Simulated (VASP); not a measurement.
# Cl (Cmce) in VASP: notebook, part 2 of 2

VASP 6.6.1. Earlier steps stand in the parts before.

## Step 4: Single point, PBE+D3(BJ) (volume scaled by 0.94, then relaxed in part)

INCAR reads:

```
SYSTEM = Cl
PREC = Accurate ; ENCUT = 520
EDIFF = 1E-6 ; ISMEAR = 0
SIGMA = 0.02 ; LREAL = .FALSE.
LASPH = .TRUE. ; NELM = 80
ALGO = Normal ; ISIF = 2
LWAVE = .FALSE. ; LCHARG = .TRUE.
GGA = PE ; IVDW = 12
LELF = .TRUE. ; LVHAR = .TRUE.
NBANDS = 22
```

KPOINTS reads:

```
regular mesh
0
G
  8 8 4
  0 0 0
```

POSCAR reads:

```
Cl
1.0
    3.1862443404     -1.9979487365      0.0000000000
    3.1862443404      1.9979487365      0.0000000000
    0.0000000000      0.0000000000      8.0092580645
Cl
4
Direct
    0.8722854364      0.1277145636      0.1098721144
    0.6277145636      0.3722854364      0.6098721144
    0.1277145636      0.8722854364      0.8901278856
    0.3722854364      0.6277145636      0.3901278856
```

Potentials or basis: VASP PAW PBE potentials, release 64 (Cl).

Command:

```sh
> cat potpaw_PBE.64/Cl/POTCAR > POTCAR
> mpirun -np 1 vasp_std > vasp.out
```

OUTCAR:

```text
SYSTEM = Cl
   PREC = Accurate
   ENCUT = 520
   EDIFF = 1E-6
   ISMEAR = 0
   LREAL = .FALSE.
   LASPH = .TRUE.
   NELM = 80
   ISIF = 2
   GGA = PE
   IVDW = 12
 IVDW          = 12

 ion  position               nearest neighbor table
   1  0.872  0.128  0.110-   3 2.03
   2  0.628  0.372  0.610-   4 2.03
   3  0.128  0.872  0.890-   1 2.03
   4  0.372  0.628  0.390-   2 2.03

  LATTYP: Found a base centered orthorhombic cell.
 ALAT       =     3.9958974730
 B/A-ratio  =     1.5947578044
 C/A-ratio  =     2.0043702619

  Lattice vectors:

 A1 = (  -3.1862443404,  -1.9979487365,   0.0000000000)
 A2 = (   3.1862443404,  -1.9979487365,   0.0000000000)
 A3 = (   0.0000000000,   0.0000000000,   8.0092580645)

Analysis of symmetry for initial positions (statically):
=====================================================================
 Subroutine PRICEL returns:
 Original cell was already a primitive cell.

 Routine SETGRP: Setting up the symmetry group for a
 base centered orthorhombic supercell.

 Subroutine GETGRP returns: Found  8 space group operations
 (whereof  4 operations were pure point group operations)
 out of a pool of  8 trial point group operations.

The static configuration has the point symmetry C_2h.
 The point group associated with its full space group is D_2h.

Analysis of symmetry for dynamics (positions and initial velocities):
=====================================================================
 Subroutine PRICEL returns:
 Original cell was already a primitive cell.

 Routine SETGRP: Setting up the symmetry group for a
 base centered orthorhombic supercell.

 Subroutine GETGRP returns: Found  8 space group operations
 (whereof  4 operations were pure point group operations)
 out of a pool of  8 trial point group operations.

The dynamic configuration has the point symmetry C_2h.
 The point group associated with its full space group is D_2h.

 Subroutine INISYM returns: Found  8 space group operations
 (whereof  4 operations are pure point group operations),
 and found     1 'primitive' translations

----------------------------------------------------------------------------------------

                                     Primitive cell

  volume of cell :     101.9731

  direct lattice vectors                    reciprocal lattice vectors
     3.186244340 -1.997948736  0.000000000     0.156924563 -0.250256671  0.000000000
     3.186244340  1.997948736  0.000000000     0.156924563  0.250256671  0.000000000
     0.000000000  0.000000000  8.009258065     0.000000000  0.000000000  0.124855510

  length of vectors
     3.760844606  3.760844606  8.009258065     0.295387406  0.295387406  0.124855510

  position of ions in fractional coordinates (direct lattice)
     0.872285436  0.127714564  0.109872114
     0.627714564  0.372285436  0.609872114
     0.127714564  0.872285436  0.890127886
     0.372285436  0.627714564  0.390127886

  ion indices of the primitive-cell ions
   primitive index   ion index
                 1           1
                 2           2
                 3           3
                 4           4

----------------------------------------------------------------------------------------

 KPOINTS: regular mesh

Automatic generation of k-mesh.
 Grid dimensions read from file:
 generate k-points for:    8    8    4

 Generating k-lattice:

  Cartesian coordinates                     Fractional coordinates (reciprocal lattice)
     0.019615570 -0.031282084  0.000000000     0.125000000 -0.000000000  0.000000000
     0.019615570  0.031282084  0.000000000    -0.000000000  0.125000000  0.000000000
     0.000000000  0.000000000  0.031213877     0.000000000  0.000000000  0.250000000

  Length of vectors
     0.036923426  0.036923426  0.031213877

  Shift w.r.t. Gamma in fractional coordinates (k-lattice)
     0.000000000  0.000000000  0.000000000

 Subroutine IBZKPT returns following result:
 ===========================================

 Found     63 irreducible k-points:

 Following reciprocal coordinates:
            Coordinates               Weight
  0.000000  0.000000  0.000000      1.000000
  0.125000  0.000000  0.000000      4.000000
  0.250000  0.000000  0.000000      4.000000
  0.375000  0.000000  0.000000      4.000000
  0.500000  0.000000  0.000000      2.000000
  0.125000  0.125000  0.000000      2.000000
[... 16 lines left out ...]
  0.125000  0.000000  0.250000      8.000000
  0.250000  0.000000  0.250000      8.000000
 [... further k-points ...]
   k-points           NKPTS =     63   k-points in BZ     NKDIM =     63   number of bands    NBANDS=     22
   number of dos      NEDOS =    301   number of ions     NIONS =      4
   total plane-waves  NPLWV =  47040
   dimension x,y,z NGX =    28 NGY =   28 NGZ =   60
   dimension x,y,z NGXF=    56 NGYF=   56 NGZF=  120
   ions per type =               4
   NGX,Y,Z   is equivalent  to a cutoff of  12.38, 12.38, 12.45 a.u.
   NGXF,Y,Z  is equivalent  to a cutoff of  24.75, 24.75, 24.91 a.u.
 SYSTEM =  Cl
   PREC   = accura    normal or accurate (medium, high low for compatibility)
   ISTART =      0    job   : 0-new  1-cont  2-samecut
   ICHARG =      2    charge: 1-file 2-atom 10-const
   ISPIN  =      1    spin polarized calculation?
   LNONCOLLINEAR =      F non collinear calculations
   LSORBIT =      F    spin-orbit coupling
   LASPH  =      T    aspherical Exc in radial PAW
   ENCUT  =  520.0 eV  38.22 Ry    6.18 a.u.   6.99  6.99 14.89*2*pi/ulx,y,z
   NELM   =     80;   NELMIN=  2; NELMDL= -5     # of ELM steps
   EDIFF  = 0.1E-05   stopping-criterion for ELM
   LREAL  =      F    real-space projection
   EDIFFG = 0.1E-04   stopping-criterion for IOM
   NSW    =      0    number of steps for IOM
   IBRION =     -1    ionic relax: 0-MD 1-quasi-New 2-CG
   NFREE  =      0    steps in history (QN), initial steepest desc. (CG)
   ISIF   =      2    stress and relaxation
   ISYM   =      2    0-nonsym 1-usesym 2-fastsym
   POTIM  = 0.5000    time-step for ionic-motion
   TEBEG  =    0.0;   TEEND  =   0.0 temperature during run
   PSTRESS=    0.0 pullay stress
   NELECT =      28.0000    total number of electrons
   NUPDOWN=      -1.0000    fix difference up-down
   EMIN   =  10.00;   EMAX   =-10.00  energy-range for DOS
   EFERMI =   0.00;   METHOD = LEGACY
   ISMEAR =     0;   SIGMA  =   0.02  broadening in eV -4-tet -1-fermi 0-gaus
   EFERMI_NEDOS =   21; number of points for ismear=-14 and -15
   IALGO  =     38    algorithm
   IMIX   =      4    mixing-type and parameters
     AMIX     =   0.40;   BMIX     =  1.00
     AMIX_MAG =   1.60;   BMIX_MAG =  1.00
  volume/ion in A,a.u.               =      25.49       172.04
  Fermi-wavevector in a.u.,A,eV,Ry     =   1.064059  2.010779 15.404802  1.132221
  Thomas-Fermi vector in A             =   2.199564
   LORBIT       =      0    0 simple, 1 ext, 2 COOP (PROOUT), +10 PAW based schemes
   GGA     = PE    functional components
   LHFCALC =     F    Hartree Fock is set to
   AEXX    =    0.0000 exact exchange contribution
   IVDW    =    12    specifies the selected vdW correction
   LEPSILON=     F    determine dielectric tensor
   LRPA    =     F    only Hartree local field effects (RPA)
 non-spin polarized calculation
 Gauss-broadening in eV      SIGMA  =   0.02
  energy-cutoff  :      520.00
  volume of cell :      101.97
 maximum number of plane-waves:      2772
   NGX = 13   NGY = 13   NGZ = 29

 number of electron      28.0000001 magnetization

 Free energy of the ion-electron system (eV)
  ---------------------------------------------------
  ext. energy  EPLUGINS =         0.00000000
  ---------------------------------------------------
  free energy    TOTEN  =        -7.23911823 eV

  energy without entropy =       -7.23911823  energy(sigma->0) =       -7.23911823

 E-fermi :   0.5994     XC(G=0):  -8.3459

 val. band max:        0.4604334946   @ k =   0.0000   0.0000   0.0000
 cond. band min:       2.6722000192   @ k =   0.0000   0.0000   0.0000
 fundamental gap:      2.2117665246
 Fermi energy:         0.5994294782

 k-point     1 :       0.0000    0.0000    0.0000
  band No.  band energies     occupation
      1     -16.3599      2.00000
      2     -15.9363      2.00000
      3     -12.7330      2.00000
      4     -11.6221      2.00000
      5      -5.3390      2.00000
      6      -3.8059      2.00000
[... 589 lines left out ...]
     21      10.8694      0.00000
     22      11.0878      0.00000

 [... further k-points ...]

------------------------ aborting loop because EDIFF is reached ----------------------------------------

 Edisp (eV)   -0.70501

 E8    (eV) :    -0.2384

  FORCE on cell =-STRESS in cart. coord.  units (eV):
  Direction    XX          YY          ZZ          XY          YZ          ZX
  --------------------------------------------------------------------------------------
  -------------------------------------------------------------------------------------
  Total       0.33827     0.19596    -0.11684     0.00000     0.00000     0.00000
  in kB       5.31481     3.07886    -1.83581     0.00000     0.00000     0.00000
  external pressure =        2.19 kB  Pullay stress =        0.00 kB

 VOLUME and BASIS-vectors are now :
 -----------------------------------------------------------------------------
  energy-cutoff  :      520.00
  volume of cell :      101.97
      direct lattice vectors                 reciprocal lattice vectors
     3.186244340 -1.997948736  0.000000000     0.156924563 -0.250256671  0.000000000
     3.186244340  1.997948736  0.000000000     0.156924563  0.250256671  0.000000000
     0.000000000  0.000000000  8.009258065     0.000000000  0.000000000  0.124855510

 POSITION                                       TOTAL-FORCE (eV/Angst)
 -----------------------------------------------------------------------------------
      3.18624     -1.48761      0.87999         0.000000     -0.079697     -0.148439
      3.18624     -0.51033      4.88462         0.000000      0.079697     -0.148439
      3.18624      1.48761      7.12926         0.000000      0.079697      0.148439
      3.18624      0.51033      3.12463         0.000000     -0.079697      0.148439
 -----------------------------------------------------------------------------------
    total drift:                               -0.000000     -0.000000     -0.000000

  FREE ENERGIE OF THE ION-ELECTRON SYSTEM (eV)
  ---------------------------------------------------
  free  energy   TOTEN  =        -7.9441233472 eV

  energy  without entropy=       -7.9441233472  energy(sigma->0) =       -7.94412335
```

stdout:

```text
POSCAR found type information on POSCAR Cl
 POSCAR found :  1 types and       4 ions
 scaLAPACK will be used
 LDA part: xc-table for (Slater+PW92), standard interpolation
 POSCAR, INCAR and KPOINTS ok, starting setup
 FFT: planning ... GRIDC
 FFT: planning ... GRID_SOFT
 FFT: planning ... GRID
 WAVECAR not read
 entering main loop
```

Wall time 2.3 min (1 thread of Intel Xeon Platinum 8375C at 2.90GHz (Ice Lake), shared host); peak memory 0.24 GiB.

Results:

| Quantity | Value |
| --- | --- |
| Free energy | -7.9441 eV |
| Pressure | 0.2 GPa |
| Largest force | 0.168 eV/Å |
| Band gap on the k mesh | 2.21 eV, direct |
| Dispersion energy per atom | -0.176 eV |

Forces on the atoms (eV/Å):
```
Cl   0.000 -0.080 -0.148
Cl   0.000  0.080 -0.148
Cl   0.000  0.080  0.148
Cl   0.000 -0.080  0.148
```

Stress tensor (GPa, compression positive):
```
 0.53  0.00  0.00
 0.00  0.31  0.00
 0.00  0.00 -0.18
```

Levels at points of the mesh, in eV from the valence-band top:
```
           k point  band 10  band 11  band 12  band 13  band 14  band 15  band 16  band 17  band 18  band 19
(0.00, 0.00, 0.00)    -2.11    -1.06    -0.43    -0.19     0.00     2.21     3.09     7.04     7.27     8.39
(0.50, 0.00, 0.00)    -2.56    -1.01    -1.01    -0.38    -0.38     2.97     2.97     8.00     8.00    10.36
(0.50, 0.50, 0.00)    -2.64    -1.64    -1.27    -0.49    -0.20     2.26     2.88     8.26     8.40     9.05
(0.00, 0.00, 0.50)    -2.20    -0.92    -0.92    -0.09    -0.09     2.57     2.57     7.46     7.46     9.39
(0.50, 0.00, 0.50)    -2.62    -0.68    -0.68    -0.07    -0.07     2.61     2.61     8.34     8.34     9.69
(0.50, 0.50, 0.50)    -2.61    -1.03    -1.03    -0.86    -0.86     2.49     2.49     9.03     9.03     9.90
```

 A k mesh can miss the band edges.

## Step 5: Single point, PBE+D3(BJ) (volume scaled by 0.97, then relaxed in part)

INCAR reads:

```
SYSTEM = Cl
  ALGO = Normal
  EDIFF = 1E-7
  ENCUT = 520
  GGA = PE
  ISIF = 2
  ISMEAR = 0
  IVDW = 12
  LASPH = .True.
  LCHARG = .True.
  LELF = .True.
  LREAL = .False.
  LVHAR = .True.
  LWAVE = .False.
  NBANDS = 22
  NELM = 80
  PREC = Accurate
  SIGMA = 0.02
```

KPOINTS reads:

```
k-points
0
Gamma
  8 8 4
  0 0 0
```

POSCAR reads:

```
Cl
1.0
    3.2396864973     -2.0166746965      0.0000000000
    3.2396864973      2.0166746965      0.0000000000
    0.0000000000      0.0000000000      8.0530565875
Cl
4
Direct
    0.8741336178      0.1258663822      0.1093944437
    0.6258663822      0.3741336178      0.6093944437
    0.1258663822      0.8741336178      0.8906055563
    0.3741336178      0.6258663822      0.3906055563
```

Command:

```sh
> cat potpaw_PBE.64/Cl/POTCAR > POTCAR
> mpirun -np 1 vasp_std > vasp.out
```

It took 2.5 min on 1 thread of Intel Xeon Platinum 8375C at 2.90GHz (Ice Lake), shared host; peak memory 0.25 GiB.

The run converged. Its results:

```
Free energy                : -7.9538 eV
Pressure                   : -0.1 GPa
Largest force              : 0.170 eV/Å
Band gap on the k mesh     : 2.22 eV, direct
Dispersion energy per atom : -0.170 eV
```

Forces on the atoms (eV/Å):
```
Cl   0.000 -0.080 -0.150
Cl   0.000  0.080 -0.150
Cl   0.000  0.080  0.150
Cl   0.000 -0.080  0.150
```

Stress tensor (GPa, compression positive):
```
 0.21  0.00  0.00
 0.00 -0.01  0.00
 0.00  0.00 -0.50
```

Levels at points of the mesh, in eV from the valence-band top:
| k point | band 12 | band 13 | band 14 | band 15 | band 16 | band 17 |
| --- | --- | --- | --- | --- | --- | --- |
| (0.00, 0.00, 0.00) | -0.40 | -0.20 | 0.00 | 2.22 | 3.09 | 6.94 |
| (0.50, 0.00, 0.00) | -0.94 | -0.36 | -0.36 | 2.96 | 2.96 | 8.02 |
| (0.50, 0.50, 0.00) | -1.21 | -0.44 | -0.17 | 2.28 | 2.90 | 8.35 |
| (0.00, 0.00, 0.50) | -0.87 | -0.10 | -0.10 | 2.58 | 2.58 | 7.38 |
| (0.50, 0.00, 0.50) | -0.64 | -0.08 | -0.08 | 2.62 | 2.62 | 8.33 |
| (0.50, 0.50, 0.50) | -0.97 | -0.80 | -0.80 | 2.52 | 2.52 | 9.05 |

## Step 6: The runs side by side

| cell | gap on the mesh (eV) | pressure (GPa) | largest force (eV/Å) |
| --- | --- | --- | --- |
| a = 3.650, b = 3.650, c = 7.915 Å, angles 90.0, 90.0, 64.9°, 4 atoms | 2.19 | 1.1 | 0.16 |
| a = 3.705, b = 3.705, c = 7.963 Å, angles 90.0, 90.0, 64.5°, 4 atoms | 2.20 | 0.6 | 0.17 |
| a = 3.761, b = 3.761, c = 8.009 Å, angles 90.0, 90.0, 64.2°, 4 atoms | 2.21 | 0.2 | 0.17 |
| a = 3.816, b = 3.816, c = 8.053 Å, angles 90.0, 90.0, 63.8°, 4 atoms | 2.22 | -0.1 | 0.17 |

Alike in all rows: task single point; level PBE+D3(BJ); potentials or basis VASP PAW PBE potentials, release 64 (Cl); no spin polarisation; k mesh 8 × 8 × 4; cutoff (eV) 520; smearing gaussian 0.02 eV.

Total energies depend on the potentials used, so only differences within one code and one set of settings carry meaning.
